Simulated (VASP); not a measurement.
The system is InGa3AsP.

```
CELL_PARAMETERS angstrom
5.19090 0.00000 0.00000
0.00000 5.19090 0.00000
0.00000 0.00000 5.44045
ATOMIC_POSITIONS crystal
In 0.50000 0.50000 0.50000
Ga 0.00000 0.50000 0.00000
Ga 0.50000 0.00000 0.00000
Ga 0.00000 0.00000 0.00000
P 0.00000 0.00000 0.50000
As 0.50000 0.50000 0.00000
```

The cell was built from a structure type or drawn by symmetry, and may not be a known phase.

```yaml
Program: VASP 6.6.1
Task: relaxation of cell and atoms
Functional: PBE
Potentials_or_basis: VASP PAW PBE potentials, release 64 (In_d, Ga_d, P, As)
Cutoff: 600 eV
k_mesh: 8 × 8 × 8
Occupations: gaussian, width 0.1 eV
Spin: no spin polarisation
```

At the start: pressure -0.0 GPa; volume 24.43 Å³/atom.

Question: How do energy, volume and symmetry change on relaxing?

Answer: Over 5 steps the energy falls by 2.2 meV/atom and the volume is 24.50 Å³/atom (+0.3 %); space group P4/mmm (No. 123, to 0.1 Å) before and after.

The path:
```
step  energy change (eV)  largest force (eV/Å)  pressure (GPa)  volume (Å³)
   1              0.0000                0.0000           -0.04       146.60
   2             -0.0103                0.0000            0.05       146.47
   3             -0.0128                0.0000            0.14       146.37
   4             -0.0128                0.0000            0.17       146.36
   5             -0.0131                0.0000           -0.02       146.98
```

Final structure:
```cif
data_structure
_symmetry_space_group_name_H-M 'P 1'
_symmetry_Int_Tables_number 1
_cell_length_a 5.2380
_cell_length_b 5.2380
_cell_length_c 5.3569
_cell_angle_alpha 90.000
_cell_angle_beta 90.000
_cell_angle_gamma 90.000
_cell_volume 146.98
loop_
_atom_site_label
_atom_site_type_symbol
_atom_site_fract_x
_atom_site_fract_y
_atom_site_fract_z
_atom_site_occupancy
In1 In 0.50000 0.50000 0.50000 1
Ga1 Ga 0.00000 0.50000 0.00000 1
Ga2 Ga 0.50000 0.00000 0.00000 1
Ga3 Ga 0.00000 0.00000 0.00000 1
P1 P 0.00000 0.00000 0.50000 1
As1 As 0.50000 0.50000 0.00000 1
```
